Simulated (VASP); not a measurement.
**Ti: single point with PBEsol**

Crystal: Ti.

```xyz
2
Lattice="2.9500 -0.0295 -0.0295 -1.5005 2.5695 -0.0108 -0.0469 -0.0469 4.6860" Properties=species:S:1:pos:R:3 pbc="T T T"
Ti   -0.0287    1.6915    1.1545
Ti    1.4313    0.8017    3.4912
```

This cell differs from its parent crystal: equal xy, yz and zx shear strains of -2 %.

* Program: VASP 6.6.1
* Task: single point
* Functional: PBEsol
* Potentials or basis: VASP PAW PBE potentials, release 64 (Ti_sv)
* Cutoff: 520 eV
* k mesh: 13 × 13 × 7
* Occupations: fermi-dirac, width 0.08 eV
* Spin: no spin polarisation

The pressure is -6.0 GPa. The largest force is 0.052 eV/Å and the band gap on the k mesh is zero (band 12 reaches 8.76 eV, above the bottom of band 13 at 7.67 eV).

Forces on the atoms (eV/Å):
```
Ti   0.052  0.001  0.007
Ti  -0.052 -0.001 -0.007
```

Stress tensor (GPa, compression positive):
```
-5.81  1.22  0.81
 1.22 -5.79  0.80
 0.81  0.80 -6.30
```

Levels at points of the mesh, in eV from the Fermi level:
| k point | band 10 | band 11 | band 12 | band 13 | band 14 | band 15 |
| --- | --- | --- | --- | --- | --- | --- |
| (0.00, 0.00, 0.00) | -2.64 | 0.66 | 0.74 | 0.87 | 0.91 | 1.16 |

Run time: 9.6 min on 1 thread of Oxide Virtual Turin-like Processor, on a shared host, peak memory 0.38 GiB.

Caveat: the cell differs from its parent crystal (equal xy, yz and zx shear strains of -2 %); the PAW data sets were made with another functional, which shifts forces and pressure a little.
